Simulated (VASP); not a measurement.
Wanted: the native input for a VASP 6.6.1 run.

* Task: single point
* Functional: PBE
* Potentials or basis: VASP PAW PBE potentials, release 64 (Ho_3, O), 4f in core
* Cutoff: 600 eV
* k mesh: 6 × 6 × 4
* Occupations: gaussian, width 0.1 eV
* Spin: no spin polarisation
* Dipole correction: no
* Mended: yes
* Further INCAR settings: ALGO = Normal; EDIFF = 1e-06; NBANDS = 14

The structure of HoO lies in POSCAR:

```
HoO
1.0
    3.2471170357      0.0000000000      0.0000000000
   -1.6235585179      2.8120858420      0.0000000000
    0.0000000000      0.0000000000      3.0965593402
Ho O
1 1
Direct
    0.0000000000      0.0000000000      0.0000000000
    0.6666666667      0.3333333333      0.5000000000
```

The cell was built from a structure type or drawn by symmetry, and may not be a known phase.

The input as run:

INCAR

```
ALGO = Normal
EDIFF = 1E-6
ENCUT = 600
GGA = PE
GGA_COMPAT = F
ISIF = 2
ISMEAR = 0
LASPH = T
LCHARG = F
LMAXMIX = 6
LREAL = F
LWAVE = F
NBANDS = 14
NELM = 200
PREC = Accurate
SIGMA = 0.1
```

KPOINTS

```
k-points
0
Gamma
  6 6 4
```

Potentials or basis: VASP PAW PBE potentials, release 64 (Ho_3, O), 4f in core.

Run with:

```sh
$ cat potpaw_PBE.64/Ho_3/POTCAR potpaw_PBE.64/O/POTCAR > POTCAR
$ mpirun -np 1 vasp_std > vasp.out
```

It gave:

| Item | Value |
| --- | --- |
| Pressure | 0.8 GPa |
| Band gap on the k mesh | zero (an odd number of electrons rules out a gap without spin polarisation) |

Caveat: the k points lie up to 0.51 Å⁻¹ apart, too coarse for converged energies and pressures of a metal; spin-orbit coupling is left out, which moves the levels of the heavy elements; the 4f electrons are frozen in the core, so they carry no moment and show no levels; an odd number of electrons without spin polarisation forces a metal; a magnetic or distorted state may lie lower; the run has no spin polarisation, though such a crystal can be magnetic.

Run time: 6 s on 1 thread of Intel(R) Xeon(R) 6975P-C (Granite Rapids) (shared host), peak memory 0.16 GiB.
